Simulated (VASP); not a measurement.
Write the native input for VASP 6.6.1 that does the following.

```yaml
Task: single point
Functional: r2SCAN
Potentials_or_basis: VASP PAW PBE potentials, release 64 (Ca_sv, O)
Cutoff: 520 eV
k_mesh: 6 × 6 × 4
Occupations: gaussian, width 0.01 eV
Spin: no spin polarisation
Dipole_correction: no
Further_INCAR_settings: ALGO = Normal; EDIFF = 1e-06; NBANDS = 24
```

Crystal: CaO.

```
Ca O
1.0
     3.94081    0.00000    0.00000
    -1.97041    3.41284    0.00000
     0.00000    0.00000    4.72193
Ca O
2 2
Cartesian
  0.0000 2.2752 1.1805
  1.9704 1.1376 3.5414
  1.9704 1.1376 1.1805
  0.0000 2.2752 3.5414
```

One way to write it, as run:

POSCAR

```
CaO
1.0
    3.9408117279      0.0000000000      0.0000000000
   -1.9704058639      3.4128430679      0.0000000000
    0.0000000000      0.0000000000      4.7219289102
Ca O
2 2
Direct
    0.3333333333      0.6666666667      0.2500000000
    0.6666666667      0.3333333333      0.7500000000
    0.6666666667      0.3333333333      0.2500000000
    0.3333333333      0.6666666667      0.7500000000
```

INCAR.step1

```
ALGO     = Normal         # electronic algorithm
EDIFF    = 1E-4           # SCF threshold, eV
ENCUT    = 520            # plane-wave cutoff, eV
GGA      = PE             # functional
ISMEAR   = 0              # smearing method
LASPH    = T              # aspherical terms in the spheres
LCHARG   = F              # write CHGCAR
LREAL    = F              # projectors in reciprocal space
LWAVE    = T              # write WAVECAR
NBANDS   = 24             # bands
NELM     = 60             # most SCF steps
PREC     = Accurate       # precision mode
SIGMA    = 0.01           # smearing width, eV
```

INCAR.step2

```
ALGO     = Normal         # electronic algorithm
EDIFF    = 1E-6           # SCF threshold, eV
ENCUT    = 520            # plane-wave cutoff, eV
ISIF     = 2              # what is computed and relaxed
ISMEAR   = 0              # smearing method
ISTART   = 1            
LASPH    = T              # aspherical terms in the spheres
LCHARG   = T              # write CHGCAR
LELF     = T              # ELF
LMIXTAU  = T            
LREAL    = F              # projectors in reciprocal space
LVHAR    = T            
LWAVE    = F              # write WAVECAR
METAGGA  = R2SCAN         # meta-GGA
NBANDS   = 24             # bands
NELM     = 60             # most SCF steps
PREC     = Accurate       # precision mode
SIGMA    = 0.01           # smearing width, eV
```

KPOINTS

```
k-points
0
Gamma
  6 6 4
```

Potentials or basis: VASP PAW PBE potentials, release 64 (Ca_sv, O).

The run is started by

```sh
$ cat potpaw_PBE.64/Ca_sv/POTCAR potpaw_PBE.64/O/POTCAR > POTCAR
$ cp INCAR.step1 INCAR
$ mpirun -np 1 vasp_std > vasp.out
$ cp INCAR.step2 INCAR
$ mpirun -np 1 vasp_std > vasp.out
```

Results of the run:

```json
{"Pressure": "4.1 GPa", "Band gap on the k mesh": "3.72 eV"}
```

Caveat: the cell stands under pressure; the PAW data sets were made with another functional, which shifts forces and pressure a little.

Wall time 57 s on 1 thread of Intel(R) Xeon(R) 6975P-C (Granite Rapids), on a shared host, peak memory 0.19 GiB.
